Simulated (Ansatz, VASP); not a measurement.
# HfZrS4: VASP beside Ansatz

```xyz
6
Lattice="3.6682 0.0000 0.0000 -1.8341 3.1767 0.0000 0.0000 0.0000 13.5893" Properties=species:S:1:pos:R:3 pbc="T T T"
Zr    0.0000    0.0000    0.0000
Hf    0.0000    0.0000    6.7947
S     1.8341    1.0589    5.3556
S     1.8341    1.0589   12.1330
S     0.0000    2.1178    1.4564
S     0.0000    2.1178    8.2337
```

Alike in both runs: task single point; functional r2SCAN; k mesh 12 × 12 × 2; occupations gaussian, width 0.02 eV; no spin polarisation.

|  | VASP | Ansatz |
| --- | --- | --- |
| version | VASP 6.6.1 | Ansatz 0.2.0 |
| potentials or method | VASP PAW PBE potentials, release 64 (Zr_sv, Hf_pv, S), cutoff 520 eV | scalar-relativistic, plane waves, PAW |
| valence electrons in the cell | 46 | 62 |

|  | VASP | Ansatz | Ansatz less VASP |
| --- | --- | --- | --- |
| gap on the k mesh at the Fermi level (eV) | 1.46 | 1.46 | -0.002 |
| least direct gap on the mesh (eV) | 2.02 | 2.01 | -0.009 |
| pressure (GPa) | -1.0 | -0.7 | +0.34 |
| traceless stress, the component that is largest in VASP (GPa) | -0.47 | -0.53 | -0.065 |
| rms of the force components (eV/Å) | 0.088 | 0.062 | -0.0262 |

VASP's potentials were made for PBE, not for r2SCAN. Atom by atom the forces differ by 0.029 eV/Å (rms over components). The functional is the same, so the differences come from potentials, cutoffs and numerics. VASP's potentials hold 46 valence electrons a cell and Ansatz's 62, so a difference there can come from the potentials and not from the codes.

Neither program's run includes spin-orbit coupling.
